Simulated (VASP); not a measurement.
# Zr (Fm-3m) in VASP: a series of runs

Runs on Zr. Level: BLYP. Tasks: single point, relaxation of cell and atoms.

Everything below comes from runs of VASP 6.6.1. Logs are shortened: lines on timing, memory, paths and dates and some standing lists are left out, and cuts for length are marked.

## Step 1: The cell of the first run

The structure is cubic, space group Fm-3m (No. 225). The conventional cell has a = 4.756 Å, b = 4.756 Å, c = 4.756 Å, α = 90.00°, β = 90.00°, γ = 90.00°. Within 4.4 Å of Zr (site symmetry m-3m) lie 12 Zr at 3.36 Å.

## Step 2: Single point, BLYP (volume scaled by 1.12)

INCAR reads:

```
SYSTEM = Zr
AGGAC = 1.0
AGGAX = 1.0
ALDAC = 0.0
ALDAX = 1.0
ALGO = Normal
EDIFF = 1E-7
ENCUT = 520
GGA = B5
ISIF = 2
ISMEAR = -1
LASPH = .True.
LCHARG = .True.
LELF = .True.
LREAL = .False.
LVHAR = .True.
LWAVE = .False.
NBANDS = 12
NELM = 60
PREC = Accurate
SIGMA = 0.1
```

KPOINTS reads:

```
k-points
0
Gamma
  13 13 13
  0 0 0
```

POSCAR reads:

```
Zr
1.0
    0.0000000000      2.3782090804      2.3782090804
    2.3782090804      0.0000000000      2.3782090804
    2.3782090804      2.3782090804      0.0000000000
Zr
1
Direct
    0.0000000000      0.0000000000      0.0000000000
```

Potentials or basis: VASP PAW PBE potentials, release 64 (Zr_sv).

Run with:

```
> cat potpaw_PBE.64/Zr_sv/POTCAR > POTCAR
> mpirun -np 1 vasp_std > vasp.out
```

OUTCAR:

```text
SYSTEM = Zr
   EDIFF = 1E-7
   ENCUT = 520
   GGA = B5
   ISIF = 2
   ISMEAR = -1
   LASPH = .True.
   LREAL = .False.
   NELM = 60
   PREC = Accurate

 ion  position               nearest neighbor table
   1  0.000  0.000  0.000-

  LATTYP: Found a face centered cubic cell.
 ALAT       =     4.7564181608

  Lattice vectors:

 A1 = (   0.0000000000,   2.3782090804,   2.3782090804)
 A2 = (   2.3782090804,   0.0000000000,   2.3782090804)
 A3 = (   2.3782090804,   2.3782090804,   0.0000000000)

Analysis of symmetry for initial positions (statically):
=====================================================================
 Subroutine PRICEL returns:
 Original cell was already a primitive cell.

 Routine SETGRP: Setting up the symmetry group for a
 face centered cubic supercell.

 Subroutine GETGRP returns: Found 48 space group operations
 (whereof 48 operations were pure point group operations)
 out of a pool of 48 trial point group operations.

The static configuration has the point symmetry O_h .

Analysis of symmetry for dynamics (positions and initial velocities):
=====================================================================
 Subroutine PRICEL returns:
 Original cell was already a primitive cell.

 Routine SETGRP: Setting up the symmetry group for a
 face centered cubic supercell.

 Subroutine GETGRP returns: Found 48 space group operations
 (whereof 48 operations were pure point group operations)
 out of a pool of 48 trial point group operations.

The dynamic configuration has the point symmetry O_h .

 Subroutine INISYM returns: Found 48 space group operations
 (whereof 48 operations are pure point group operations),
 and found     1 'primitive' translations

----------------------------------------------------------------------------------------

                                     Primitive cell

  volume of cell :      26.9017

  direct lattice vectors                    reciprocal lattice vectors
     0.000000000  2.378209080  2.378209080    -0.210242238  0.210242238  0.210242238
     2.378209080  0.000000000  2.378209080     0.210242238 -0.210242238  0.210242238
     2.378209080  2.378209080  0.000000000     0.210242238  0.210242238 -0.210242238

  length of vectors
     3.363295536  3.363295536  3.363295536     0.364150238  0.364150238  0.364150238

  position of ions in fractional coordinates (direct lattice)
     0.000000000  0.000000000  0.000000000

  ion indices of the primitive-cell ions
   primitive index   ion index
[... 75 lines left out ...]
   EDIFFG = 0.1E-05   stopping-criterion for IOM
   NSW    =      0    number of steps for IOM
   IBRION =     -1    ionic relax: 0-MD 1-quasi-New 2-CG
   NFREE  =      0    steps in history (QN), initial steepest desc. (CG)
   ISIF   =      2    stress and relaxation
   ISYM   =      2    0-nonsym 1-usesym 2-fastsym
   POTIM  = 0.5000    time-step for ionic-motion
   TEBEG  =    0.0;   TEEND  =   0.0 temperature during run
   PSTRESS=    0.0 pullay stress
   NELECT =      12.0000    total number of electrons
   NUPDOWN=      -1.0000    fix difference up-down
   EMIN   =  10.00;   EMAX   =-10.00  energy-range for DOS
   EFERMI =   0.00;   METHOD = LEGACY
   ISMEAR =    -1;   SIGMA  =   0.10  broadening in eV -4-tet -1-fermi 0-gaus
   EFERMI_NEDOS =   21; number of points for ismear=-14 and -15
   IALGO  =     38    algorithm
   IMIX   =      4    mixing-type and parameters
     AMIX     =   0.40;   BMIX     =  1.00
     AMIX_MAG =   1.60;   BMIX_MAG =  1.00
  volume/ion in A,a.u.               =      26.90       181.54
  Fermi-wavevector in a.u.,A,eV,Ry     =   1.250860  2.363782 21.288350  1.564650
  Thomas-Fermi vector in A             =   2.384834
   LORBIT       =      0    0 simple, 1 ext, 2 COOP (PROOUT), +10 PAW based schemes
   GGA     = B5    functional components
   LHFCALC =     F    Hartree Fock is set to
   AEXX    =    0.0000 exact exchange contribution
   IVDW    =     0    specifies the selected vdW correction
   LEPSILON=     F    determine dielectric tensor
   LRPA    =     F    only Hartree local field effects (RPA)
 non-spin polarized calculation
  energy-cutoff  :      520.00
  volume of cell :       26.90
 maximum number of plane-waves:       742
 NGX is ok and might be reduce to    28
   NGX = 13   NGY = 13   NGZ = 13

 number of electron      12.0000000 magnetization

 Free energy of the ion-electron system (eV)
  ---------------------------------------------------
  ext. energy  EPLUGINS =         0.00000000
  ---------------------------------------------------
  free energy    TOTEN  =        -7.24301096 eV

  energy without entropy =       -7.18090086  energy(sigma->0) =       -7.21195591

 E-fermi :   7.8629     XC(G=0):  -9.8880

 val. band max:        7.8593684412   @ k =  -0.4615   0.1538   0.0769
 cond. band min:       7.8768346551   @ k =   0.3077   0.0000   0.0000
 fundamental gap:      0.0174662139
 Fermi energy:         7.8629451874

 k-point     1 :       0.0000    0.0000    0.0000
  band No.  band energies     occupation
      1     -41.0634      2.00000
      2     -18.8375      2.00000
      3     -18.8375      2.00000
      4     -18.8375      2.00000
      5       2.7412      2.00000
      6       8.6995      0.00047
      7       8.6995      0.00047
      8       8.6995      0.00047
      9      10.6527      0.00000
     10      10.6527      0.00000
     11      18.1381      0.00000
     12      21.8344      0.00000
[... 331 lines left out ...]
 k-point    24 :       0.4615    0.1538    0.0000
  band No.  band energies     occupation
      1     -40.9854      2.00000
      2     -19.3560      2.00000
      3     -18.9826      2.00000
      4     -18.9480      2.00000
      5       5.6963      2.00000
      6       7.5973      1.86878
      7       8.3036      0.02410
      8       9.1774      0.00000
      9      12.1323      0.00000
     10      12.2260      0.00000
     11      16.0282      0.00000
     12      19.2736      0.00000

 [... further k-points ...]
[... 5 lines left out ...]
  --------------------------------------------------------------------------------------
  -------------------------------------------------------------------------------------
  Total       -1.2901056     -1.2901056     -1.2901056      0.0000000     -0.0000000      0.0000000
  in kB      -76.8344077    -76.8344077    -76.8344077      0.0000000     -0.0000000      0.0000000
  external PRESSURE =     -76.8344077 kB  Pullay stress =       0.0000000 kB

 VOLUME and BASIS-vectors are now :
 -----------------------------------------------------------------------------
  energy-cutoff  :      520.00
  volume of cell :       26.90
      direct lattice vectors                 reciprocal lattice vectors
     0.000000000  2.378209080  2.378209080    -0.210242238  0.210242238  0.210242238
     2.378209080  0.000000000  2.378209080     0.210242238 -0.210242238  0.210242238
     2.378209080  2.378209080  0.000000000     0.210242238  0.210242238 -0.210242238

 POSITION                                       TOTAL-FORCE (eV/Angst)
 -----------------------------------------------------------------------------------
      0.00000      0.00000      0.00000         0.000000      0.000000      0.000000
 -----------------------------------------------------------------------------------
    total drift:                               -0.000000     -0.000000     -0.000000

  FREE ENERGIE OF THE ION-ELECTRON SYSTEM (eV)
  ---------------------------------------------------
  free  energy   TOTEN  =        -7.2430109602 eV

  energy  without entropy=       -7.1809008648  energy(sigma->0) =       -7.21195591
```

OSZICAR:

```text
N       E                     dE             d eps       ncg     rms          rms(c)
DAV:   1     0.880225653235E+02    0.88023E+02   -0.68386E+03  2016   0.985E+02
DAV:   2    -0.426903877255E+01   -0.92292E+02   -0.89637E+02  2360   0.262E+02
DAV:   3    -0.752450814909E+01   -0.32555E+01   -0.32017E+01  3104   0.413E+01
DAV:   4    -0.760673513002E+01   -0.82227E-01   -0.82119E-01  2328   0.614E+00
DAV:   5    -0.760836258797E+01   -0.16275E-02   -0.16274E-02  2996   0.661E-01    0.774E+00
DAV:   6    -0.729360114663E+01    0.31476E+00   -0.41219E-01  2164   0.568E+00    0.279E+00
DAV:   7    -0.723999006810E+01    0.53611E-01   -0.18798E-01  2372   0.360E+00    0.682E-01
DAV:   8    -0.724293458641E+01   -0.29445E-02   -0.11796E-02  2540   0.116E+00    0.956E-02
DAV:   9    -0.724300446544E+01   -0.69879E-04   -0.39686E-04  2696   0.182E-01    0.253E-02
DAV:  10    -0.724301048999E+01   -0.60246E-05   -0.50070E-05  2352   0.493E-02    0.110E-02
DAV:  11    -0.724301044724E+01    0.42752E-07   -0.16512E-06  2616   0.108E-02    0.475E-03
DAV:  12    -0.724301108057E+01   -0.63334E-06   -0.73318E-07  2332   0.822E-03    0.169E-03
DAV:  13    -0.724301097333E+01    0.10725E-06   -0.20369E-08  1284   0.166E-03    0.548E-04
DAV:  14    -0.724301096016E+01    0.13163E-07   -0.74804E-09  1156   0.107E-03
   1 F= -.72430110E+01 E0= -.72119559E+01  d E =-.621101E-01
```

stdout:

```text
POSCAR found type information on POSCAR Zr
 POSCAR found :  1 types and       1 ions
 scaLAPACK will be used
 -----------------------------------------------------------------------------
|                                                                             |
|                                                                             |
|     You enforced a specific xc type in the INCAR file but a different       |
|     I HOPE YOU KNOW WHAT YOU ARE DOING!                                     |
|                                                                             |
 -----------------------------------------------------------------------------

 LDA part: xc-table for (Slater(with rela. corr.)+VWN5), standard interpolation
 POSCAR, INCAR and KPOINTS ok, starting setup
 FFT: planning ... GRIDC
 FFT: planning ... GRID_SOFT
 FFT: planning ... GRID
 WAVECAR not read
 entering main loop
```

It took 53 s on 1 thread of AMD EPYC 7R13, shared host; peak memory 0.17 GiB.

What came out:

* Free energy: -7.2430 eV
* Pressure: -7.7 GPa
* Band gap on the k mesh: zero (band 6 reaches 8.70 eV, above the bottom of band 7 at 7.37 eV)

Levels at points of the mesh, in eV from the Fermi level:
| k point | band 3 | band 4 | band 5 | band 6 | band 7 | band 8 | band 9 | band 10 |
| --- | --- | --- | --- | --- | --- | --- | --- | --- |
| (0.00, 0.00, 0.00) | -26.70 | -26.70 | -5.12 | 0.84 | 0.84 | 0.84 | 2.79 | 2.79 |

Caveat: the cell differs from its parent crystal (volume scaled by 1.12); the PAW data sets were made with another functional, which shifts forces and pressure a little.

## Step 3: Relaxation of cell and atoms, BLYP

This run uses another cell than the first one, of 23.28 Å³/atom, 0.865 times its volume.

INCAR reads:

```
AGGAC = 1.0 ; AGGAX = 1.0
ALDAC = 0.0 ; ALDAX = 1.0
ALGO = Normal ; EDIFF = 1E-7
EDIFFG = -0.01 ; ENCUT = 600
GGA = B5 ; IBRION = 2
ISIF = 3 ; ISMEAR = -1
LASPH = True ; LCHARG = False
LREAL = False ; LWAVE = False
NELM = 80 ; NSW = 80
PREC = Accurate ; SIGMA = 0.1
```

KPOINTS reads:

```
k-points
0
Gamma
  12 12 12
```

POSCAR reads:

```
Zr
1.0
    0.0000000000      2.2663258114      2.2663258114
    2.2663258114      0.0000000000      2.2663258114
    2.2663258114      2.2663258114      0.0000000000
Zr
1
Direct
    0.0000000000      0.0000000000      0.0000000000
```

Potentials or basis: VASP PAW PBE potentials, release 64 (Zr_sv).

Run with:

```
> cat potpaw_PBE.64/Zr_sv/POTCAR > POTCAR
> mpirun -np 1 vasp_std > vasp.out
```

Wall time 2 min (1 thread of AMD EPYC 7R13, shared host); peak memory 0.18 GiB.

The run converged. Its results:

```yaml
Free_energy: -7.3161 eV
Relaxed_volume: 24.06 Å³/atom
Relaxed_cell: a = 3.240 Å, b = 3.240 Å, c = 3.240 Å, α = 60.00°, β = 60.00°, γ = 60.00°
Space_group_after_relaxing_to_0.05_Å: Fm-3m (No. 225)
Energy_gained_by_relaxing: 6.9 meV/atom
Ionic_steps: 3
Pressure_after_relaxing: 0.0 GPa
Band_gap_on_the_k_mesh: zero (band 6 reaches 9.93 eV, above the bottom of band 7 at 8.65 eV)
```

Step by step:
| step | energy change (eV) | largest force (eV/Å) | pressure (GPa) | volume (Å³) |
| --- | --- | --- | --- | --- |
| 1 | 0.0000 | 0.0000 | 2.92 | 23.28 |
| 2 | -0.0020 | 0.0000 | -2.25 | 24.74 |
| 3 | -0.0069 | 0.0000 | -0.02 | 24.06 |

Final structure:
```cif
data_structure
_symmetry_space_group_name_H-M 'P 1'
_symmetry_Int_Tables_number 1
_cell_length_a 3.2404
_cell_length_b 3.2404
_cell_length_c 3.2404
_cell_angle_alpha 60.000
_cell_angle_beta 60.000
_cell_angle_gamma 60.000
_cell_volume 24.06
loop_
_atom_site_label
_atom_site_type_symbol
_atom_site_fract_x
_atom_site_fract_y
_atom_site_fract_z
_atom_site_occupancy
Zr1 Zr 0.00000 0.00000 0.00000 1
```

Levels at points of the mesh, in eV from the Fermi level:
```
           k point  band 3  band 4  band 5  band 6  band 7  band 8  band 9  band 10
(0.00, 0.00, 0.00)  -26.36  -26.36   -5.34    0.89    0.89    0.89    3.16     3.16
(0.50, 0.00, 0.00)  -26.47  -26.47   -2.83    0.74    0.74    1.19    4.83     4.83
(0.50, 0.50, 0.00)  -26.67  -26.67   -2.80   -2.10    2.98    4.84    5.31     5.31
```

Caveat: the PAW data sets were made with another functional, which shifts forces and pressure a little.

## Step 4: Single point, BLYP

This run uses another cell than the first one, of 24.02 Å³/atom, 0.893 times its volume.

INCAR reads:

```
AGGAC = 1.0
AGGAX = 1.0
ALDAC = 0.0
ALDAX = 1.0
ALGO = Normal
EDIFF = 1E-6
ENCUT = 520
GGA = B5
ISIF = 2
ISMEAR = -1
LASPH = T
LCHARG = T
LELF = T
LREAL = F
LVHAR = T
LWAVE = F
NBANDS = 12
NELM = 100
PREC = Accurate
SIGMA = 0.1
```

KPOINTS reads:

```
k-points
0
Gamma
  19 19 19
```

POSCAR reads:

```
Zr
1.0
    0.0000000000      2.2900450475      2.2900450475
    2.2900450475      0.0000000000      2.2900450475
    2.2900450475      2.2900450475      0.0000000000
Zr
1
Direct
    0.0000000000      0.0000000000      0.0000000000
```

Run with:

```
> cat potpaw_PBE.64/Zr_sv/POTCAR > POTCAR
> mpirun -np 1 vasp_std > vasp.out
```

It took 55 s on 1 thread of AMD EPYC 7R13, shared host; peak memory 0.19 GiB.

It converged, with:

- Free energy: -7.3160 eV
- Pressure: 0.2 GPa
- Band gap on the k mesh: zero (band 6 reaches 9.94 eV, above the bottom of band 7 at 8.53 eV)

Levels at points of the mesh, in eV from the Fermi level:
| k point | band 4 | band 5 | band 6 | band 7 | band 8 | band 9 |
| --- | --- | --- | --- | --- | --- | --- |
| (0.00, 0.00, 0.00) | -26.36 | -5.35 | 0.89 | 0.89 | 0.89 | 3.16 |

Caveat: the PAW data sets were made with another functional, which shifts forces and pressure a little.

## Step 5: The runs side by side

```tsv
task	cell	k mesh	cutoff (eV)	gap on the mesh (eV)	pressure (GPa)
single point	a = 3.363 Å, angles 60.0°, 1 atom	13 × 13 × 13	520	none	-7.7
relaxation of cell and atoms	relaxed from a = 3.205 Å, angles 60.0°, 1 atom	12 × 12 × 12	600	none	0.0
single point	a = 3.239 Å, angles 60.0°, 1 atom	19 × 19 × 19	520	none	0.2
```

Alike in all rows: level BLYP; potentials or basis VASP PAW PBE potentials, release 64 (Zr_sv); no spin polarisation; smearing fermi-dirac 0.1 eV.

Caveats: the PAW data sets were made with another functional, which shifts forces and pressure a little.

Total energies depend on the potentials used, so only differences within one code and one set of settings carry meaning.
